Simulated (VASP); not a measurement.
## Te2Mo: vibrations by perturbation theory with LDA

Crystal: Te2Mo.

```
CELL_PARAMETERS angstrom
3.47300 0.00000 0.00000
-1.73650 3.00771 0.00000
0.00000 0.00000 13.77545
ATOMIC_POSITIONS crystal
Te 0.33333 0.66667 0.61962
Te 0.66667 0.33333 0.11962
Te 0.33333 0.66667 0.88038
Te 0.66667 0.33333 0.38038
Mo 0.33333 0.66667 0.25000
Mo 0.66667 0.33333 0.75000
```

```
Program                : VASP 6.6.1
Task                   : vibrations by perturbation theory
Functional             : LDA
Potentials or basis    : VASP PAW LDA potentials, release 64 (Te, Mo_sv)
Cutoff                 : 520 eV
k mesh                 : 6 × 6 × 2
Occupations            : gaussian, width 0.01 eV
Spin                   : no spin polarisation
Dipole correction      : no
Further INCAR settings : ALGO = Normal; EDIFF = 1e-08; IBRION = 8; NSW = 1
```

```yaml
Electronic_dielectric_tensor_diagonal: 20.51, 20.51, 12.44
Born_charges_mean_of_the_diagonal: Te +1.44; Mo -2.87 e
Highest_phonon_frequency_at_Γ_LO-TO_splitting_left_out: 298 cm⁻¹
```

Phonon frequencies in cm⁻¹ (negative: imaginary):
```tsv
q point	frequencies
(0.000, 0.000, 0.000)	0 0 0 28 28 37 119 119 122 122 176 179 240 240 240 240 291 298
```

Electronic dielectric tensor:
```
20.51  0.00  0.00
 0.00 20.51  0.00
 0.00  0.00 12.44
```

Born effective charge tensors (e):
atom 1, Te
```
1.68 0.00 0.00
0.00 1.68 0.00
0.00 0.00 0.95
```
atom 2, Te
```
1.68 0.00 0.00
0.00 1.68 0.00
0.00 0.00 0.95
```
atom 3, Te
```
1.68 0.00 0.00
0.00 1.68 0.00
0.00 0.00 0.95
```
atom 4, Te
```
1.68 0.00 0.00
0.00 1.68 0.00
0.00 0.00 0.95
```
atom 5, Mo
```
-3.36  0.00  0.00
 0.00 -3.36  0.00
 0.00  0.00 -1.89
```
atom 6, Mo
```
-3.36  0.00  0.00
 0.00 -3.36  0.00
 0.00  0.00 -1.89
```

It took 24 min on 1 thread of AMD EPYC 9R45 96-Core Processor (Zen 5), with other jobs on the host, peak memory 0.57 GiB.
